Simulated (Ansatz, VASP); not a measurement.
**NaH in VASP and in Ansatz**

File INCAR:

```
SYSTEM = NaH
PREC = Accurate
ENCUT = 520
EDIFF = 1E-7
ISMEAR = 0
SIGMA = 0.01
LREAL = .False.
LASPH = .True.
NELM = 60
ALGO = Normal
ISIF = 2
LWAVE = .False.
LCHARG = .False.
GGA = PE
NBANDS = 16
```

Contents of KPOINTS:

```
Automatic mesh
0
Gamma
  12 12 4
  0 0 0
```

The input POSCAR:

```
NaH
1.0
    3.3191587698      0.0000000000      0.0000000000
   -1.6595793849      2.8744758138      0.0000000000
    0.0000000000      0.0000000000      5.8309537900
Na H
2 2
Direct
    0.0000000000      0.0000000000      0.0000000000
    0.0000000000      0.0000000000      0.5000000000
    0.3333333333      0.6666666667      0.2500000000
    0.6666666667      0.3333333333      0.7500000000
```

Input for Ansatz:

```yaml
crystal:
  lattice:
    - [3.3191587698, 0.0, 0.0]
    - [-1.6595793849, 2.8744758138, 0.0]
    - [0.0, 0.0, 5.83095379]
  atoms:
    - { symbol: Na, position: [0.0, 0.0, 0.0] }
    - { symbol: Na, position: [0.0, 0.0, 0.5] }
    - { symbol: H, position: [0.3333333333, 0.6666666667, 0.25] }
    - { symbol: H, position: [0.6666666667, 0.3333333333, 0.75] }
kpoints:
  mp_grid: { grid: [12, 12, 4] }
  band_path:
    path:
      - [0.0, 0.0, 0.0]
      - [0.5, 0.0, 0.0]
      - [0.3333333333, 0.3333333333, 0.0]
      - [0.0, 0.0, 0.5]
      - [0.5, 0.0, 0.5]
      - [0.3333333333, 0.3333333333, 0.5]
      - [0.265625, 0.270833, 0.0]
      - [0.0, -0.5, 0.25]
    npoints: 1
hamiltonian:
  xc: pbe
scf:
  occupations: { method: fixed }
  n_extra_bands: 5
output:
  forces: true
  stress: true
  eigenvalues: true
```

Alike in both runs: task single point; functional PBE; k mesh 12 × 12 × 4; no spin polarisation.

```csv
,VASP,Ansatz
version,VASP 6.6.1,Ansatz 0.2.0
potentials or method,"VASP PAW PBE potentials, release 64 (Na_pv, H)","plane waves, PAW"
plane-wave cutoff (eV),520,420
occupations,"gaussian, width 0.01 eV",fixed
valence electrons in the cell,16,20
```

Ansatz gave:

```
gap on the k mesh at the Fermi level (eV)                     : 3.40
pressure (GPa)                                                : 0.6
traceless stress, the component that is largest in VASP (GPa) : 0.14
```

Problem. What did VASP give for the same quantities?

Solution. gap on the k mesh at the Fermi level (eV): 3.40; pressure (GPa): 0.6; traceless stress, the component that is largest in VASP (GPa): 0.15.

VASP's potentials hold 16 valence electrons a cell and Ansatz's 20, so a difference there can come from the potentials and not from the codes.
